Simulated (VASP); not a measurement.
Wanted: the native input for a VASP 6.6.1 run.

| Quantity | Value |
| --- | --- |
| Task | electric field gradients |
| Functional | LDA |
| Potentials or basis | VASP PAW LDA potentials, release 64 (Sc_sv, Pt) |
| Cutoff | 520 eV |
| k mesh | 10 × 10 × 10 |
| Occupations | fermi-dirac, width 0.05 eV |
| Spin | no spin polarisation |
| Dipole correction | no |
| Further INCAR settings | ALGO = Normal; EDIFF = 1e-08; NBANDS = 18 |

The structure of ScPt lies in POSCAR:

```
ScPt
1.0
    3.2700000000     -0.0327000000     -0.0327000000
   -0.0327000000      3.2700000000     -0.0327000000
   -0.0327000000     -0.0327000000      3.2700000000
Sc Pt
1 1
Direct
    0.5000000000      0.5000000000      0.5000000000
    0.0000000000      0.0000000000      0.0000000000
```

This cell differs from its parent crystal: equal xy, yz and zx shear strains of -2 %.

One way to write it, as run:

INCAR

```
SYSTEM = ScPt
ALGO = Normal ; EDIFF = 1E-8
ENCUT = 520 ; GGA = CA
ISIF = 2 ; ISMEAR = -1
LASPH = .TRUE. ; LCHARG = .FALSE.
LEFG = .TRUE. ; LREAL = .FALSE.
LWAVE = .FALSE. ; NBANDS = 18
NELM = 80 ; PREC = Accurate
SIGMA = 0.05
```

KPOINTS

```
k-points
0
G
  10 10 10
  0 0 0
```

Potentials or basis: VASP PAW LDA potentials, release 64 (Sc_sv, Pt).

Launch:

```bash
$ cat potpaw_LDA.64/Sc_sv/POTCAR potpaw_LDA.64/Pt/POTCAR > POTCAR
$ mpirun -np 1 vasp_std > vasp.out
```

Results of the run:

```json
{
 "Pressure": "-4.7 GPa",
 "Band gap on the k mesh": "zero (an odd number of electrons rules out a gap without spin polarisation)",
 "Largest electric field gradient by atom": "Sc -2.8; Pt +24.2 V/Å²"
}
```

Caveat: the cell differs from its parent crystal (equal xy, yz and zx shear strains of -2 %); the cell stands under tension; without QUAD_EFG the Cq values of the log hold for a quadrupole moment of 1 mb, not for the nuclei; spin-orbit coupling is left out, which moves the levels of the heavy elements.

It took 23 s on 1 thread of AMD EPYC 9R45 96-Core Processor (Zen 5) (shared host), peak memory 0.16 GiB.
